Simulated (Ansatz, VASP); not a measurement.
## Ti in VASP and in Ansatz

```
Ti
1.0
     2.97921    0.00000    0.00000
    -1.48960    2.58007    0.00000
     0.00000    0.00000    4.73240
Ti
2
Direct
  0.33333 0.66667 0.25000
  0.66667 0.33333 0.75000
```

Change from the starting cell: volume scaled by 1.03.

Alike in both runs: task single point; functional PBE; k mesh 13 × 13 × 7; occupations fermi-dirac, width 0.08 eV; no spin polarisation.

```csv
,VASP,Ansatz
version,VASP 6.6.1,Ansatz 0.2.0
potentials or method,"VASP PAW PBE potentials, release 64 (Ti_sv), cutoff 500 eV","all-electron LAPW, scalar-relativistic"
```

```tsv
	VASP	Ansatz	Ansatz less VASP
pressure (GPa)	-4.8	-4.5	+0.21
traceless stress, the component that is largest in VASP (GPa)	-0.29	-0.29	+0.006
```

Ansatz ran all-electron here, and VASP with PAW potentials.
